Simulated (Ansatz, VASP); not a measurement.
# One calculation of CsLiCr2Te2S3, two programs

Contents of INCAR:

```
PREC = Accurate
ENCUT = 520
EDIFF = 1E-6
ISMEAR = -1
SIGMA = 0.05
LREAL = F
LASPH = T
NELM = 150
ALGO = Normal
ISIF = 2
LWAVE = F
LCHARG = T
ISPIN = 2
MAGMOM = 0 0 3 3 0 0 0 0 0
LORBIT = 11
LMAXMIX = 4
GGA = PE
LELF = T
LVHAR = T
NBANDS = 47
```

File KPOINTS:

```
regular mesh
0
Gamma
  2 2 2
```

Contents of POSCAR:

```
CsLiCr2Te2S3
1.0
    3.3192900000      1.9163900000      6.8798200000
   -3.3192900000      1.9163900000      6.8798200000
    0.0000000000     -3.8327900000      6.8798200000
Cs Li Cr Te S
1 1 2 2 3
Direct
    0.0000000000      0.0000000000      0.0000000000
    0.5000000000      0.5000000000      0.5000000000
    0.7984800000      0.7984800000      0.7984800000
    0.2015200000      0.2015200000      0.2015200000
    0.6799000000      0.6799000000      0.6799000000
    0.3201000000      0.3201000000      0.3201000000
    0.1362600000      0.8637400000      0.5000000000
    0.5000000000      0.1362600000      0.8637400000
    0.8637400000      0.5000000000      0.1362600000
```

input.yaml

```yaml
crystal:
  lattice:
    - [3.31929, 1.91639, 6.87982]
    - [-3.31929, 1.91639, 6.87982]
    - [0.0, -3.83279, 6.87982]
  atoms:
    - { symbol: Cs, position: [0.0, 0.0, 0.0] }
    - { symbol: Li, position: [0.5, 0.5, 0.5] }
    - { symbol: Cr, position: [0.79848, 0.79848, 0.79848], spin: 3.0 }
    - { symbol: Cr, position: [0.20152, 0.20152, 0.20152], spin: 3.0 }
    - { symbol: Te, position: [0.6799, 0.6799, 0.6799] }
    - { symbol: Te, position: [0.3201, 0.3201, 0.3201] }
    - { symbol: S, position: [0.13626, 0.86374, 0.5] }
    - { symbol: S, position: [0.5, 0.13626, 0.86374] }
    - { symbol: S, position: [0.86374, 0.5, 0.13626] }
kpoints:
  mp_grid: { grid: [2, 2, 2] }
scf:
  occupations: { method: fermi_dirac, width: 0.05 }
hamiltonian:
  xc: pbe
  pseudopotentials: { kind: all_electron, lapw: { basis_error: 0.005 } }
magnetization:
  spin_polarized: true
output:
  forces: true
  stress: true
  eigenvalues: true
```

Alike in both runs: task single point; functional PBE; k mesh 2 × 2 × 2; occupations fermi-dirac, width 0.05 eV; collinear spin.

|  | VASP | Ansatz |
| --- | --- | --- |
| version | VASP 6.6.1 | Ansatz 0.2.0 |
| potentials or method | VASP PAW PBE potentials, release 64 (Cs_sv, Li_sv, Cr_pv, Te, S), cutoff 520 eV | all-electron LAPW, scalar-relativistic |

|  | VASP | Ansatz | Ansatz less VASP |
| --- | --- | --- | --- |
| gap on the k mesh at the Fermi level (eV) | none | none | - |
| rms of the force components (eV/Å) | 0.044 | 0.044 | -0.0005 |
| net moment per atom (μB) | 0.45 | 0.45 | 0.000 |
| size of the moment on the site where the two differ most (μB) | 2.32 | 2.25 | -0.075 |

Site moments also hang on the region over which each program counts them. Atom by atom the forces differ by 0.001 eV/Å (rms over components). A gap of «none» marks a metal or a gap that the smearing closes. Ansatz ran all-electron here, and VASP with PAW potentials.

The k mesh is coarse, so the values compare programs but aren't converged. Neither program's run includes spin-orbit coupling. Noted on VASP's run: the cutoff is short for stress, so the pressure is rough. Noted on Ansatz's run: the k mesh is thin for a metal, which can move the energy by tens of meV per atom.
